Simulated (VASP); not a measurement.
SrAgO3, 5 atoms in the cell. The structure is cubic, space group Pm-3m (No. 221). Conventional cell: a = 4.144 Å, b = 4.144 Å, c = 4.144 Å, α = 90.00°, β = 90.00°, γ = 90.00°. Within 3.9 Å of Sr (site symmetry m-3m) lie 12 O at 2.93 Å and 8 Ag at 3.59 Å. Within 2.7 Å of Ag (site symmetry m-3m) lie 6 O at 2.07 Å. Within 2.7 Å of O (site symmetry 4/mmm) lie 2 Ag at 2.07 Å. 

```yaml
Program: VASP 6.6.1
Task: single point
Functional: LDA
Potentials_or_basis: VASP PAW LDA potentials, release 64 (Sr_sv, Ag, O)
Cutoff: 520 eV
k_mesh: 6 × 6 × 6
Occupations: fermi-dirac, width 0.15 eV
Spin: no spin polarisation
Dipole_correction: no
Further_INCAR_settings: ALGO = Normal; EDIFF = 1e-07; NBANDS = 28
```

Potentials or basis: VASP PAW LDA potentials, release 64 (Sr_sv, Ag, O).

Command:

```bash
$ cat potpaw_LDA.64/Sr_sv/POTCAR potpaw_LDA.64/Ag/POTCAR potpaw_LDA.64/O/POTCAR > POTCAR
$ mpirun -np 1 vasp_std > vasp.out
```

Hardware: 1 thread of Intel(R) Xeon(R) Platinum 8559C (Emerald Rapids) (shared host).

Question: Estimate the wall time of this run.

Answer: Run time: 14 s on 1 thread of Intel(R) Xeon(R) Platinum 8559C (Emerald Rapids) (shared host), peak memory 0.18 GiB. Counts: scf iterations 16, k points 20.
